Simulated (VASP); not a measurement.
# Ge32H20CO in VASP: a series of runs

The runs below take Ge32H20CO through single point, with PBE+D3(BJ), r2SCAN+rVV10.

Program: VASP 6.6.1. These are calculated values, not measurements. Logs are shortened: lines on timing, memory, paths and dates and some standing lists are left out, and cuts for length are marked.

## (1) The cell of the first run

The cell holds a slab with vacuum, 54 atoms: a = 11.316 Å, b = 11.316 Å, c = 20.913 Å, α = 90.00°, β = 90.00°, γ = 90.00°.

## (2) Single point, PBE+D3(BJ)

Contents of INCAR:

```
SYSTEM = Ge32H20CO
  ALGO = Normal
  EDIFF = 1E-7
  ENCUT = 520
  GGA = PE
  ISIF = 2
  ISMEAR = 0
  IVDW = 12
  LASPH = .TRUE.
  LCHARG = .TRUE.
  LELF = .TRUE.
  LREAL = Auto
  LVHAR = .TRUE.
  LWAVE = .FALSE.
  NBANDS = 272
  NELM = 60
  PREC = Accurate
  SIGMA = 0.03
```

Contents of KPOINTS:

```
k-points
0
G
  1 1 1
  0 0 0
```

Contents of POSCAR:

```
Ge32H20CO
1.0
    8.0016200000      8.0016200000      0.0000000000
   -8.0016200000      8.0016200000      0.0000000000
    0.0000000000      0.0000000000     20.9129000000
Ge H O C
32 20 1 1
Direct
   -0.3092071356      0.3122380218      0.3415928924
   -0.1792050860     -0.3055947421      0.3416989992
    0.0430832131     -0.0268115082      0.3819127429
    0.3197368783      0.1941745547      0.3412054282
   -0.0330075035     -0.4651814882      0.3829470327
    0.1915417753     -0.1895796726      0.3471542923
    0.4660125700      0.0347371532      0.3817268767
    0.5446998858     -0.5289347032      0.3818559358
   -0.1182693005      0.3859980854      0.3028344706
   -0.1080831132     -0.1126533127      0.3049944293
    0.1295012760      0.1179446162      0.3006024033
    0.3913757464      0.3873848046      0.3047805900
    0.1137053497     -0.3778078689      0.3037669094
    0.3791612199     -0.1133590448      0.3019762921
    0.6145891707      0.1209296367      0.3034268801
    0.6295642632     -0.3810845804      0.3012096840
    0.0015678700      0.2496531327      0.2348564283
   -0.0002183308     -0.2511958828      0.2296490205
    0.2520738925     -0.0016496035      0.2279763208
    0.4992740845      0.2498094761      0.2293701973
    0.2497971036     -0.4984455023      0.2358520339
    0.5008605757     -0.2498035398      0.2352464747
    0.7507249157      0.0002678833      0.2355184599
    0.7510714080     -0.5014527058      0.2284257564
   -0.1250000000      0.1250000000      0.1644629870
   -0.1250000000     -0.3750000000      0.1644629870
    0.1250000000     -0.1250000000      0.1644629870
    0.3750000000      0.1250000000      0.1644629870
    0.1250000000     -0.6250000000      0.1644629870
    0.3750000000     -0.3750000000      0.1644629870
    0.6250000000     -0.1250000000      0.1644629870
    0.6250000000     -0.6250000000      0.1644629870
   -0.0489780195      0.0489780195      0.1195430093
   -0.2010219805      0.2010219805      0.1195430093
   -0.0489780195     -0.4510219805      0.1195430093
   -0.2010219805     -0.2989780195      0.1195430093
    0.2010219805     -0.2010219805      0.1195430093
    0.0489780195     -0.0489780195      0.1195430093
    0.4510219805      0.0489780195      0.1195430093
    0.2989780195      0.2010219805      0.1195430093
    0.2010219805     -0.7010219805      0.1195430093
    0.0489780195     -0.5489780195      0.1195430093
    0.4510219805     -0.4510219805      0.1195430093
    0.2989780195     -0.2989780195      0.1195430093
    0.7010219805     -0.2010219805      0.1195430093
    0.5489780195     -0.0489780195      0.1195430093
    0.7010219805     -0.7010219805      0.1195430093
    0.5489780195     -0.5489780195      0.1195430093
    0.2353011640     -0.1586785551      0.4691981026
    0.4272427958     -0.2248182868      0.4395530032
    0.3601575056     -0.3674525284      0.4299757088
    0.3692574129     -0.3031308035      0.5080413046
    0.2415470867     -0.2337920321      0.4465333359
    0.3578036698     -0.2845672501      0.4569504469
```

Potentials or basis: VASP PAW PBE potentials, release 64 (Ge_d, H, O, C).

The run is started by

```sh
$ cat potpaw_PBE.64/Ge_d/POTCAR potpaw_PBE.64/H/POTCAR potpaw_PBE.64/O/POTCAR potpaw_PBE.64/C/POTCAR > POTCAR
$ mpirun -np 1 vasp_gam > vasp.out
```

OUTCAR:

```text
SYSTEM = Ge32H20CO
   EDIFF = 1E-7
   ENCUT = 520
   GGA = PE
   ISIF = 2
   ISMEAR = 0
   IVDW = 12
   LASPH = .TRUE.
   LREAL = Auto
   NELM = 60
   PREC = Accurate
 IVDW          = 12

 ion  position               nearest neighbor table
   1  0.691  0.312  0.342-   9 2.45  15 2.46   8 2.58
   2  0.821  0.694  0.342-  10 2.45  16 2.48   5 2.60
   3  0.043  0.973  0.382-  10 2.54  11 2.56   6 2.60
   4  0.320  0.194  0.341-  12 2.45  11 2.47   7 2.59
   5  0.967  0.535  0.383-  13 2.54   9 2.56   2 2.60
   6  0.192  0.810  0.347-  53 2.21  13 2.48  14 2.48   3 2.60
   7  0.466  0.035  0.382-  15 2.54  14 2.56   4 2.59
   8  0.545  0.471  0.382-  12 2.55  16 2.56   1 2.58
   9  0.882  0.386  0.303-   1 2.45  24 2.50  17 2.50   5 2.56
  10  0.892  0.887  0.305-   2 2.45  23 2.51  18 2.54   3 2.54
  11  0.130  0.118  0.301-  19 2.46   4 2.47  17 2.49   3 2.56
  12  0.391  0.387  0.305-   4 2.45  21 2.51  20 2.53   8 2.55
  13  0.114  0.622  0.304-  18 2.47   6 2.48  21 2.50   5 2.54
  14  0.379  0.887  0.302-  19 2.46   6 2.48  22 2.50   7 2.56
[... 36 lines left out ...]
  51  0.360  0.633  0.430-  54 1.09
  52  0.369  0.697  0.508-  54 1.10
  53  0.242  0.766  0.447-  49 0.98  54 1.45   6 2.21
  54  0.358  0.715  0.457-  51 1.09  52 1.10  50 1.10  53 1.45

  LATTYP: Found a simple tetragonal cell.
 ALAT       =    11.3159995250
 C/A-ratio  =     1.8480824388

  Lattice vectors:

 A1 = (   8.0016200000,   8.0016200000,   0.0000000000)
 A2 = (  -8.0016200000,   8.0016200000,   0.0000000000)
 A3 = (   0.0000000000,   0.0000000000,  20.9129000000)

Analysis of symmetry for initial positions (statically):
=====================================================================
 Subroutine PRICEL returns:
 Original cell was already a primitive cell.

 Routine SETGRP: Setting up the symmetry group for a
 simple tetragonal supercell.

 Subroutine GETGRP returns: Found  1 space group operations
 (whereof  1 operations were pure point group operations)
 out of a pool of 16 trial point group operations.

The static configuration has the point symmetry C_1 .

Analysis of symmetry for dynamics (positions and initial velocities):
=====================================================================
 Subroutine PRICEL returns:
 Original cell was already a primitive cell.

 Routine SETGRP: Setting up the symmetry group for a
 simple tetragonal supercell.

 Subroutine GETGRP returns: Found  1 space group operations
 (whereof  1 operations were pure point group operations)
[... 187 lines left out ...]
   NFREE  =      0    steps in history (QN), initial steepest desc. (CG)
   ISIF   =      2    stress and relaxation
   ISYM   =      2    0-nonsym 1-usesym 2-fastsym
   POTIM  = 0.5000    time-step for ionic-motion
   TEBEG  =    0.0;   TEEND  =   0.0 temperature during run
   PSTRESS=    0.0 pullay stress
   NELECT =     478.0000    total number of electrons
   NUPDOWN=      -1.0000    fix difference up-down
   EMIN   =  10.00;   EMAX   =-10.00  energy-range for DOS
   EFERMI =   0.00;   METHOD = LEGACY
   ISMEAR =     0;   SIGMA  =   0.03  broadening in eV -4-tet -1-fermi 0-gaus
   EFERMI_NEDOS =   21; number of points for ismear=-14 and -15
   IALGO  =     38    algorithm
   IMIX   =      4    mixing-type and parameters
     AMIX     =   0.40;   BMIX     =  1.00
     AMIX_MAG =   1.60;   BMIX_MAG =  1.00
  volume/ion in A,a.u.               =      49.59       334.66
  Fermi-wavevector in a.u.,A,eV,Ry     =   0.921759  1.741872 11.560052  0.849640
  Thomas-Fermi vector in A             =   2.047211
   LORBIT       =      0    0 simple, 1 ext, 2 COOP (PROOUT), +10 PAW based schemes
   GGA     = PE    functional components
   LHFCALC =     F    Hartree Fock is set to
   AEXX    =    0.0000 exact exchange contribution
   IVDW    =    12    specifies the selected vdW correction
   LEPSILON=     F    determine dielectric tensor
   LRPA    =     F    only Hartree local field effects (RPA)
 non-spin polarized calculation
 Gauss-broadening in eV      SIGMA  =   0.03
  energy-cutoff  :      520.00
  volume of cell :     2677.94
 maximum number of plane-waves:     35941
   NGX = 43   NGY = 43   NGZ = 77

 number of electron     477.9999633 magnetization

 Free energy of the ion-electron system (eV)
  ---------------------------------------------------
  ext. energy  EPLUGINS =         0.00000000
  ---------------------------------------------------
  free energy    TOTEN  =      -215.75503637 eV

  energy without entropy =     -215.75503637  energy(sigma->0) =     -215.75503637

 E-fermi :  -1.8446     XC(G=0):  -3.7485

 val. band max:       -2.0260686174   @ k =   0.0000   0.0000   0.0000
 cond. band min:      -1.5067183455   @ k =   0.0000   0.0000   0.0000
 fundamental gap:      0.5193502719
 Fermi energy:        -1.8445703344

 k-point     1 :       0.0000    0.0000    0.0000
  band No.  band energies     occupation
      1     -26.5061      2.00000
      2     -26.4701      2.00000
      3     -26.4625      2.00000
      4     -26.4456      2.00000
      5     -26.4381      2.00000
      6     -26.4271      2.00000
[... 243 lines left out ...]
    250       0.2646      0.00000
    251       0.5672      0.00000
 [bands above 251 left out]

------------------------ aborting loop because EDIFF is reached ----------------------------------------

 Edisp (eV)   -7.19260

 E8    (eV) :    -3.1744

  FORCE on cell =-STRESS in cart. coord.  units (eV):
  Direction    XX          YY          ZZ          XY          YZ          ZX
  --------------------------------------------------------------------------------------
  -------------------------------------------------------------------------------------
  Total      13.11829     5.00841    -0.53246    -1.25564    -0.12334     0.07079
  in kB       7.84852     2.99647    -0.31856    -0.75124    -0.07379     0.04235
  external pressure =        3.51 kB  Pullay stress =        0.00 kB

 VOLUME and BASIS-vectors are now :
 -----------------------------------------------------------------------------
  energy-cutoff  :      520.00
  volume of cell :     2677.94
      direct lattice vectors                 reciprocal lattice vectors
     8.001620000  8.001620000  0.000000000     0.062487346  0.062487346  0.000000000
    -8.001620000  8.001620000  0.000000000    -0.062487346  0.062487346  0.000000000
     0.000000000  0.000000000 20.912900000     0.000000000  0.000000000  0.047817376

 POSITION                                       TOTAL-FORCE (eV/Angst)
 -----------------------------------------------------------------------------------
      3.02905      8.02587      7.14370         0.002226      0.000465      0.000245
      1.01132     12.12406      7.14592        -0.001634     -0.001679      0.001607
     -7.44235      8.13182      7.98690        -0.002764      0.000296      0.008404
      1.00470      4.11212      7.13559        -0.002011     -0.002309      0.000913
      3.45809     12.01692      8.00853         0.002425     -0.000581      0.007447
     -4.95203      8.01732      7.26000         0.003753     -0.005658      0.002650
[... 46 lines left out ...]
     -4.19814      8.06367      9.33831        -0.035487     -0.045176     -0.060147
     -2.86161      8.58763      9.55616         0.108871      0.019194      0.006062
 -----------------------------------------------------------------------------------
    total drift:                                0.002736      0.001514      0.002214

  FREE ENERGIE OF THE ION-ELECTRON SYSTEM (eV)
  ---------------------------------------------------
  free  energy   TOTEN  =      -222.9476390854 eV

  energy  without entropy=     -222.9476390854  energy(sigma->0) =     -222.94763909
```

Wall time 47 min (1 thread of Oxide Virtual Turin-like, shared host); peak memory 2 GiB.

Results:

```
Free energy                : -222.9476 eV
Largest force              : 0.610 eV/Å
Dispersion energy per atom : -0.133 eV
```

Forces in eV/Å, atoms in the order of the input:
```
Ge   0.002  0.000  0.000
Ge  -0.002 -0.002  0.002
Ge  -0.003  0.000  0.008
Ge  -0.002 -0.002  0.001
Ge   0.002 -0.001  0.007
Ge   0.004 -0.006  0.003
Ge   0.003  0.000  0.006
Ge  -0.002  0.000  0.006
Ge   0.003 -0.002 -0.001
Ge  -0.003 -0.002  0.002
Ge  -0.001 -0.001 -0.003
Ge  -0.003 -0.002  0.000
Ge   0.001  0.001 -0.005
Ge  -0.001 -0.002 -0.001
Ge   0.001  0.002 -0.001
Ge  -0.002 -0.001 -0.003
Ge   0.002  0.002 -0.003
Ge   0.004 -0.002 -0.006
Ge   0.001  0.000 -0.004
Ge  -0.001 -0.001 -0.007
Ge  -0.002  0.002 -0.002
Ge   0.001  0.002 -0.003
Ge   0.001  0.002 -0.003
Ge   0.001 -0.001 -0.006
Ge  -0.151  0.060  0.535
Ge   0.078 -0.024 -0.553
Ge  -0.088 -0.120 -0.473
Ge   0.048 -0.083 -0.603
Ge   0.151  0.036  0.546
Ge  -0.154  0.062  0.562
Ge   0.165  0.013  0.552
Ge  -0.092 -0.091 -0.517
H    0.025 -0.010  0.010
H    0.092  0.013  0.021
H   -0.056  0.049 -0.047
H    0.096 -0.014  0.001
H   -0.084 -0.070 -0.010
H    0.050 -0.003 -0.041
H   -0.055  0.077 -0.049
H    0.100  0.031 -0.001
H   -0.086  0.031  0.024
H   -0.019  0.044  0.018
H    0.021 -0.009  0.016
H    0.084  0.018  0.018
H   -0.086  0.022  0.021
H   -0.023  0.031  0.024
H   -0.087 -0.060  0.002
H    0.054 -0.002 -0.029
H   -0.086  0.034  0.045
H    0.006  0.017 -0.010
H    0.013 -0.013 -0.011
H    0.010 -0.001  0.015
O   -0.035 -0.045 -0.060
C    0.109  0.019  0.006
```

Caveat: the k points lie up to 0.56 Å⁻¹ apart; there is no dipole correction, which matters where the two faces differ.

[end of part 1 of 3]
